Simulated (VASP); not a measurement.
The system is TiAl3.

```
Ti Al
1.0
     3.87492    0.00000    0.00000
     0.00000    3.87492    0.00000
     0.00000    0.00000    3.87492
Ti Al
1 3
Direct
  0.00000 0.00000 0.00000
  0.00000 0.50000 0.50000
  0.50000 0.00000 0.50000
  0.50000 0.50000 0.00000
```

Base run:

```yaml
Program: VASP 6.6.1
Functional: r2SCAN
Potentials_or_basis: VASP PAW PBE potentials, release 64 (Ti_sv, Al)
Cutoff: 520 eV
k_mesh: 7 × 7 × 7
Occupations: fermi-dirac, width 0.05 eV
Spin: no spin polarisation
```

Its results: pressure 8.0 GPa.

Question: The run is repeated on the same cell with these changes: functional from r2SCAN to PBEsol; further incar settings from ALGO = Normal; EDIFF = 1e-06; NBANDS = 18 to ALGO = Fast; EDIFF = 1e-06; NBANDS = 18. What comes out?

Answer: Pressure 7.2 GPa.

Caveats: the PAW data sets were made with another functional, which shifts forces and pressure a little.
